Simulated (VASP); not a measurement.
PbS:

```
Pb S
1.0
     3.65366    0.00000    0.00000
     0.00000    3.65366    0.00000
     0.00000    0.00000    3.65366
Pb S
1 1
Direct
  0.00000 0.00000 0.00000
  0.50000 0.50000 0.50000
```

Program: VASP 6.6.1. Alike in all runs: task single point; no spin polarisation; cell as given; cutoff (eV) 520.

Q: Order these runs on this cell by their pressure, lowest first.
A. level BLYP; potentials or basis VASP PAW PBE potentials, release 64 (Pb_d, S); k mesh 7 × 7 × 7; smearing fermi-dirac 0.05 eV
B. level PBE; potentials or basis VASP PAW PBE potentials, release 64 (Pb_d, S); k mesh 7 × 7 × 7; smearing gaussian 0.019 eV
C. level LDA; potentials or basis VASP PAW LDA potentials, release 64 (Pb_d, S); k mesh 7 × 7 × 7; smearing fermi-dirac 0.05 eV
D. level RPBE; potentials or basis VASP PAW PBE potentials, release 64 (Pb_d, S); k mesh 7 × 7 × 7; smearing fermi-dirac 0.05 eV
E. level r2SCAN0; potentials or basis VASP PAW PBE potentials, release 64 (Pb_d, S); k mesh 4 × 4 × 4; smearing fermi-dirac 0.05 eV; grid for exact exchange (PRECFOCK) Normal

A: C (-5.3 GPa), E (-3.1 GPa), B (0.2 GPa), D (2.0 GPa), A (4.4 GPa).

Caveats: some runs use coarse meshes; the PAW data sets were made with another functional, which shifts forces and pressure a little (some runs).
